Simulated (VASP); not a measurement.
# PbS in VASP: notebook, part 2 of 2

VASP 6.6.1. Earlier steps stand in the parts before.

## (3) Single point, BLYP

File INCAR:

```
  AGGAC = 1.0
  AGGAX = 1.0
  ALDAC = 0.0
  ALDAX = 1.0
  ALGO = Normal
  EDIFF = 1E-7
  ENCUT = 520
  GGA = B5
  ISIF = 2
  ISMEAR = 0
  LASPH = True
  LCHARG = True
  LELF = True
  LREAL = False
  LVHAR = True
  LWAVE = False
  NBANDS = 28
  NELM = 80
  PREC = Accurate
  SIGMA = 0.01
```

File KPOINTS:

```
k-points
0
Gamma
  6 6 2
```

File POSCAR:

```
PbS
1.0
    2.9405000000     -2.9000000000      0.0000000000
    2.9405000000      2.9000000000      0.0000000000
   -1.0800549100      0.0000000000     11.7092938500
Pb S
2 2
Direct
    0.7756000000      0.7756000000      0.6363800000
    0.2244000000      0.2244000000      0.3636200000
    0.2684000000      0.2684000000      0.5986000000
    0.7316000000      0.7316000000      0.4014000000
```

Potentials or basis: VASP PAW PBE potentials, release 64 (Pb_d, S).

Started as:

```bash
$ cat potpaw_PBE.64/Pb_d/POTCAR potpaw_PBE.64/S/POTCAR > POTCAR
$ mpirun -np 1 vasp_std > vasp.out
```

OUTCAR:

```text
EDIFF = 1E-7
   ENCUT = 520
   GGA = B5
   ISIF = 2
   ISMEAR = 0
   LASPH = True
   LREAL = False
   NELM = 80
   PREC = Accurate

 ion  position               nearest neighbor table
   1  0.776  0.776  0.636-   4 2.75   3 2.93   3 2.93   3 2.97   3 2.98
   2  0.224  0.224  0.364-   3 2.75   4 2.93   4 2.93   4 2.97   4 2.98
   3  0.268  0.268  0.599-   2 2.75   1 2.93   1 2.93   1 2.97   1 2.98
   4  0.732  0.732  0.401-   1 2.75   2 2.93   2 2.93   2 2.97   2 2.98

  LATTYP: Found a base centered monoclinic cell.
 ALAT       =     5.8810000000
 B/A-ratio  =     0.9862268322
 C/A-ratio  =     1.9994898832
 COS(beta)  =    -0.0918492142

  Lattice vectors:

 A1 = (   2.9405000000,  -2.9000000000,   0.0000000000)
 A2 = (   2.9405000000,   2.9000000000,   0.0000000000)
 A3 = (  -1.0800549100,   0.0000000000,  11.7092938500)

Analysis of symmetry for initial positions (statically):
=====================================================================
 Subroutine PRICEL returns:
 Original cell was already a primitive cell.

 Routine SETGRP: Setting up the symmetry group for a
 base centered monoclinic supercell.

 Subroutine GETGRP returns: Found  4 space group operations
 (whereof  4 operations were pure point group operations)
 out of a pool of  4 trial point group operations.

The static configuration has the point symmetry C_2h.

Analysis of symmetry for dynamics (positions and initial velocities):
=====================================================================
 Subroutine PRICEL returns:
 Original cell was already a primitive cell.

 Routine SETGRP: Setting up the symmetry group for a
 base centered monoclinic supercell.

 Subroutine GETGRP returns: Found  4 space group operations
 (whereof  4 operations were pure point group operations)
 out of a pool of  4 trial point group operations.

The dynamic configuration has the point symmetry C_2h.

 Subroutine INISYM returns: Found  4 space group operations
 (whereof  4 operations are pure point group operations),
 and found     1 'primitive' translations

----------------------------------------------------------------------------------------

                                     Primitive cell

  volume of cell :     199.7008

  direct lattice vectors                    reciprocal lattice vectors
     2.940500000 -2.900000000  0.000000000     0.170039109 -0.172413793  0.015684257
     2.940500000  2.900000000  0.000000000     0.170039109  0.172413793  0.015684257
    -1.080054910  0.000000000 11.709293850     0.000000000  0.000000000  0.085402247

  length of vectors
     4.129956447  4.129956447 11.759000003     0.242663987  0.242663987  0.085402247

  position of ions in fractional coordinates (direct lattice)
     0.775600000  0.775600000  0.636380000
     0.224400000  0.224400000  0.363620000
     0.268400000  0.268400000  0.598600000
     0.731600000  0.731600000  0.401400000

  ion indices of the primitive-cell ions
   primitive index   ion index
                 1           1
                 2           2
                 3           3
                 4           4

----------------------------------------------------------------------------------------

 KPOINTS: k-points

Automatic generation of k-mesh.
 Grid dimensions read from file:
 generate k-points for:    6    6    2

 Generating k-lattice:

  Cartesian coordinates                     Fractional coordinates (reciprocal lattice)
     0.028339851 -0.028735632  0.002614043     0.166666667  0.000000000  0.000000000
     0.028339851  0.028735632  0.002614043     0.000000000  0.166666667  0.000000000
     0.000000000  0.000000000  0.042701123     0.000000000  0.000000000  0.500000000

  Length of vectors
     0.040443998  0.040443998  0.042701123

  Shift w.r.t. Gamma in fractional coordinates (k-lattice)
     0.000000000  0.000000000  0.000000000

 Subroutine IBZKPT returns following result:
 ===========================================

 Found     26 irreducible k-points:

 Following reciprocal coordinates:
            Coordinates               Weight
  0.000000  0.000000  0.000000      1.000000
  0.166667  0.000000  0.000000      4.000000
  0.333333  0.000000 -0.000000      4.000000
  0.500000  0.000000  0.000000      2.000000
  0.166667  0.166667  0.000000      2.000000
  0.333333  0.166667  0.000000      4.000000
[... 16 lines left out ...]
  0.333333  0.333333  0.500000      2.000000
  0.500000  0.333333  0.500000      4.000000
 [... further k-points ...]
   k-points           NKPTS =     26   k-points in BZ     NKDIM =     26   number of bands    NBANDS=     28
   number of dos      NEDOS =    301   number of ions     NIONS =      4
   total plane-waves  NPLWV =  92160
   dimension x,y,z NGX =    32 NGY =   32 NGZ =   90
   dimension x,y,z NGXF=    64 NGYF=   64 NGZF=  180
   ions per type =               2   2
   NGX,Y,Z   is equivalent  to a cutoff of  12.88, 12.88, 12.72 a.u.
   NGXF,Y,Z  is equivalent  to a cutoff of  25.76, 25.76, 25.45 a.u.
 SYSTEM =  unknown system
   PREC   = accura    normal or accurate (medium, high low for compatibility)
   ISTART =      0    job   : 0-new  1-cont  2-samecut
   ICHARG =      2    charge: 1-file 2-atom 10-const
   ISPIN  =      1    spin polarized calculation?
   LNONCOLLINEAR =      F non collinear calculations
   LSORBIT =      F    spin-orbit coupling
   LASPH  =      T    aspherical Exc in radial PAW
   ENCUT  =  520.0 eV  38.22 Ry    6.18 a.u.   7.68  7.68 21.86*2*pi/ulx,y,z
   NELM   =     80;   NELMIN=  2; NELMDL= -5     # of ELM steps
   EDIFF  = 0.1E-06   stopping-criterion for ELM
   LREAL  =      F    real-space projection
   EDIFFG = 0.1E-05   stopping-criterion for IOM
   NSW    =      0    number of steps for IOM
   IBRION =     -1    ionic relax: 0-MD 1-quasi-New 2-CG
   NFREE  =      0    steps in history (QN), initial steepest desc. (CG)
   ISIF   =      2    stress and relaxation
   ISYM   =      2    0-nonsym 1-usesym 2-fastsym
   POTIM  = 0.5000    time-step for ionic-motion
   TEBEG  =    0.0;   TEEND  =   0.0 temperature during run
   PSTRESS=    0.0 pullay stress
   NELECT =      40.0000    total number of electrons
   NUPDOWN=      -1.0000    fix difference up-down
   EMIN   =  10.00;   EMAX   =-10.00  energy-range for DOS
   EFERMI =   0.00;   METHOD = LEGACY
   ISMEAR =     0;   SIGMA  =   0.01  broadening in eV -4-tet -1-fermi 0-gaus
   EFERMI_NEDOS =   21; number of points for ismear=-14 and -15
   IALGO  =     38    algorithm
   IMIX   =      4    mixing-type and parameters
     AMIX     =   0.40;   BMIX     =  1.00
     AMIX_MAG =   1.60;   BMIX_MAG =  1.00
  volume/ion in A,a.u.               =      49.93       336.91
  Fermi-wavevector in a.u.,A,eV,Ry     =   0.957859  1.810091 12.483259  0.917494
  Thomas-Fermi vector in A             =   2.086915
   LORBIT       =      0    0 simple, 1 ext, 2 COOP (PROOUT), +10 PAW based schemes
   GGA     = B5    functional components
   LHFCALC =     F    Hartree Fock is set to
   AEXX    =    0.0000 exact exchange contribution
   IVDW    =     0    specifies the selected vdW correction
   LEPSILON=     F    determine dielectric tensor
   LRPA    =     F    only Hartree local field effects (RPA)
 non-spin polarized calculation
 Gauss-broadening in eV      SIGMA  =   0.01
  energy-cutoff  :      520.00
  volume of cell :      199.70
 maximum number of plane-waves:      5393
   NGX = 15   NGY = 15   NGZ = 43

 number of electron      40.0000009 magnetization

 Free energy of the ion-electron system (eV)
  ---------------------------------------------------
  ext. energy  EPLUGINS =         0.00000000
  ---------------------------------------------------
  free energy    TOTEN  =       -15.19876958 eV

  energy without entropy =      -15.19876958  energy(sigma->0) =      -15.19876958

 E-fermi :   1.1154     XC(G=0):  -5.5697

 val. band max:        1.0096260365   @ k =   0.0000   0.0000   0.0000
 cond. band min:       2.1858859047   @ k =   0.0000   0.0000   0.5000
 fundamental gap:      1.1762598682
 Fermi energy:         1.1154079239

 k-point     1 :       0.0000    0.0000    0.0000
  band No.  band energies     occupation
      1     -15.2940      2.00000
      2     -15.2148      2.00000
      3     -15.2074      2.00000
      4     -15.2063      2.00000
      5     -15.1703      2.00000
      6     -15.1661      2.00000
[... 733 lines left out ...]
     27       7.7626      0.00000
     28       7.9366      0.00000

 [... further k-points ...]

------------------------ aborting loop because EDIFF is reached ----------------------------------------

  FORCE on cell =-STRESS in cart. coord.  units (eV):
  Direction    XX          YY          ZZ          XY          YZ          ZX
  --------------------------------------------------------------------------------------
  -------------------------------------------------------------------------------------
  Total        3.0296648      4.2174855      0.0174291      0.0000000      0.0000000     -0.0132221
  in kB       24.3066598     33.8364116      0.1398318      0.0000000      0.0000000     -0.1060796
  external PRESSURE =      19.4276344 kB  Pullay stress =       0.0000000 kB

 VOLUME and BASIS-vectors are now :
 -----------------------------------------------------------------------------
  energy-cutoff  :      520.00
  volume of cell :      199.70
      direct lattice vectors                 reciprocal lattice vectors
     2.940500000 -2.900000000  0.000000000     0.170039109 -0.172413793  0.015684257
     2.940500000  2.900000000  0.000000000     0.170039109  0.172413793  0.015684257
    -1.080054910  0.000000000 11.709293850     0.000000000  0.000000000  0.085402247

 POSITION                                       TOTAL-FORCE (eV/Angst)
 -----------------------------------------------------------------------------------
      3.87398      0.00000      7.45156        -0.002018      0.000000     -0.047826
      0.92697      0.00000      4.25773         0.002018      0.000000      0.047826
      0.93194      0.00000      7.00918        -0.003343      0.000000      0.098388
      3.86901      0.00000      4.70011         0.003343      0.000000     -0.098388
 -----------------------------------------------------------------------------------
    total drift:                                0.000000      0.000000      0.000000

  FREE ENERGIE OF THE ION-ELECTRON SYSTEM (eV)
  ---------------------------------------------------
  free  energy   TOTEN  =       -15.1987695776 eV

  energy  without entropy=      -15.1987695776  energy(sigma->0) =      -15.19876958
```

OSZICAR:

```text
N       E                     dE             d eps       ncg     rms          rms(c)
DAV:   1     0.408604790031E+03    0.40860E+03   -0.17703E+04  1488   0.130E+03
DAV:   2     0.364515326210E+02   -0.37215E+03   -0.36106E+03  1512   0.349E+02
[... 17 lines left out ...]
DAV:  20    -0.151987734240E+02    0.80710E-05   -0.85501E-05  1280   0.457E-02    0.146E-03
DAV:  21    -0.151987841992E+02   -0.10775E-04   -0.12113E-04  1272   0.483E-02    0.666E-04
DAV:  22    -0.151987731375E+02    0.11062E-04   -0.74906E-05  1272   0.395E-02    0.269E-04
DAV:  23    -0.151987703712E+02    0.27663E-05   -0.32721E-05  1280   0.290E-02    0.403E-04
DAV:  24    -0.151987695068E+02    0.86434E-06   -0.10476E-05  1276   0.154E-02    0.271E-04
DAV:  25    -0.151987695776E+02   -0.70804E-07   -0.93145E-08  1492   0.192E-03
   1 F= -.15198770E+02 E0= -.15198770E+02  d E =-.268812E-52
```

Wall time 5.1 min (1 thread of Intel Xeon Platinum 8259CL at 2.50GHz (Skylake/Cascade Lake), shared host); peak memory 0.35 GiB.

Results:

```yaml
Free_energy: -15.1988 eV
Largest_force: 0.098 eV/Å
Band_gap_on_the_k_mesh: 1.18 eV, indirect (the least direct gap lies 0.5 meV higher)
```

Forces on the atoms (eV/Å):
```
Pb  -0.002  0.000 -0.048
Pb   0.002  0.000  0.048
S   -0.003  0.000  0.098
S    0.003  0.000 -0.098
```

Levels at points of the mesh, in eV from the valence-band top:
| k point | band 18 | band 19 | band 20 | band 21 | band 22 | band 23 |
| --- | --- | --- | --- | --- | --- | --- |
| (0.00, 0.00, 0.00) | -1.41 | -1.30 | 0.00 | 1.31 | 2.96 | 5.14 |
| (0.50, 0.00, 0.00) | -0.96 | -0.31 | -0.31 | 2.14 | 2.14 | 3.16 |
| (0.50, 0.50, 0.00) | -2.83 | -1.51 | -1.41 | 3.62 | 3.73 | 4.63 |
| (0.00, 0.00, 0.50) | -1.41 | -1.30 | 0.00 | 1.18 | 3.69 | 4.40 |
| (0.50, 0.00, 0.50) | -0.96 | -0.31 | -0.31 | 2.13 | 2.13 | 3.16 |
| (0.50, 0.50, 0.50) | -2.83 | -1.51 | -1.41 | 3.61 | 3.71 | 4.62 |

Caveat: the PAW data sets were made with another functional, which shifts forces and pressure a little; spin-orbit coupling is left out, which moves the levels of the heavy elements.

## (4) Single point, PBEsol

File INCAR:

```
PREC = Accurate
ENCUT = 520
EDIFF = 1E-6
ISMEAR = 0
SIGMA = 0.01
LREAL = F
LASPH = T
NELM = 100
ALGO = Normal
ISIF = 2
LWAVE = F
LCHARG = F
GGA = PS
NBANDS = 28
```

File KPOINTS:

```
regular mesh
0
Gamma
  6 6 2
```

POSCAR is that of step 3.

Started as:

```bash
$ cat potpaw_PBE.64/Pb_d/POTCAR potpaw_PBE.64/S/POTCAR > POTCAR
$ mpirun -np 1 vasp_std > vasp.out
```

Wall time 2.4 min (1 thread of Intel Xeon Platinum 8259CL at 2.50GHz (Skylake/Cascade Lake), shared host); peak memory 0.35 GiB.

Results (log left out):

```
Free energy            : -18.4222 eV
Largest force          : 0.675 eV/Å
Band gap on the k mesh : 1.25 eV, direct
```

Forces on the atoms (eV/Å):
```
Pb  -0.001  0.000 -0.675
Pb   0.001  0.000  0.675
S   -0.004  0.000 -0.187
S    0.004  0.000  0.187
```

Levels at points of the mesh, in eV from the valence-band top:
```tsv
k point	band 17	band 18	band 19	band 20	band 21	band 22	band 23	band 24
(0.00, 0.00, 0.00)	-2.44	-1.46	-1.34	0.00	1.37	3.13	4.85	5.14
(0.50, 0.00, 0.00)	-1.01	-1.01	-0.37	-0.37	2.01	2.01	3.09	3.09
(0.50, 0.50, 0.00)	-2.97	-2.94	-1.55	-1.45	3.69	3.81	4.57	4.65
(0.00, 0.00, 0.50)	-2.44	-1.46	-1.34	0.00	1.25	3.86	4.48	4.85
(0.50, 0.00, 0.50)	-1.01	-1.01	-0.37	-0.37	2.01	2.01	3.08	3.09
(0.50, 0.50, 0.50)	-2.97	-2.94	-1.55	-1.45	3.68	3.78	4.58	4.64
```

Caveat: the PAW data sets were made with another functional, which shifts forces and pressure a little; spin-orbit coupling is left out, which moves the levels of the heavy elements.

## (5) Overview

```csv
level,potentials or basis,gap on the mesh (eV),largest force (eV/Å)
LDA,"VASP PAW LDA potentials, release 64 (Pb_d, S)",1.17,0.81
BLYP,"VASP PAW PBE potentials, release 64 (Pb_d, S)",1.18,0.10
PBEsol,"VASP PAW PBE potentials, release 64 (Pb_d, S)",1.25,0.68
```

Alike in all rows: task single point; no spin polarisation; cell as given; k mesh 6 × 6 × 2; cutoff (eV) 520; smearing gaussian 0.01 eV.

Caveats: spin-orbit coupling is left out, which moves the levels of the heavy elements; the PAW data sets were made with another functional, which shifts forces and pressure a little (some runs).

Absolute energies hang on the potentials; compare differences alone.
